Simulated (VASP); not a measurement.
Sb:

```
Sb
1.0
     3.35453    0.00000    0.00000
    -1.67727    2.90511    0.00000
     0.00000    0.00000    5.47016
Sb
2
Direct
  0.66667 0.33333 0.75000
  0.33333 0.66667 0.25000
```

```yaml
Program: VASP 6.6.1
Task: relaxation of cell and atoms
Functional: revPBE
Potentials_or_basis: VASP PAW PBE potentials, release 64 (Sb)
Cutoff: 600 eV
k_mesh: 9 × 9 × 5
Occupations: fermi-dirac, width 0.05 eV
Spin: no spin polarisation
```

At the start: pressure 2.2 GPa; volume 26.65 Å³/atom.

How do energy, volume and symmetry change on relaxing?

Over 11 steps the energy falls by 8.0 meV/atom and the volume is 27.70 Å³/atom (+3.9 %); space group P6_3/mmc (No. 194, to 0.05 Å).

The path:
| step | energy change (eV) | largest force (eV/Å) | pressure (GPa) | volume (Å³) |
| --- | --- | --- | --- | --- |
| 1 | 0.0000 | 0.0000 | 2.23 | 53.31 |
| 2 | -0.0111 | 0.0000 | -0.90 | 56.23 |
| 3 | -0.0137 | 0.0000 | -0.02 | 55.32 |
| 4 | -0.0136 | 0.0000 | 0.04 | 55.28 |
| 5 | -0.0139 | 0.0000 | 0.04 | 55.28 |
| 6 | -0.0145 | 0.0000 | 0.02 | 55.30 |
| 7 | -0.0154 | 0.0000 | 0.00 | 55.33 |
| 8 | -0.0160 | 0.0000 | 0.08 | 55.35 |
| 9 | -0.0160 | 0.0000 | 0.06 | 55.35 |
| 10 | -0.0157 | 0.0000 | -0.35 | 55.75 |
| 11 | -0.0161 | 0.0000 | 0.00 | 55.40 |

Final structure:
```
Sb
1.0
     3.46307    0.00000    0.00000
    -1.73154    2.99911    0.00000
     0.00000    0.00000    5.33444
Sb
2
Direct
  0.66667 0.33333 0.75000
  0.33333 0.66667 0.25000
```

Caveat: the PAW data sets were made with another functional, which shifts forces and pressure a little.
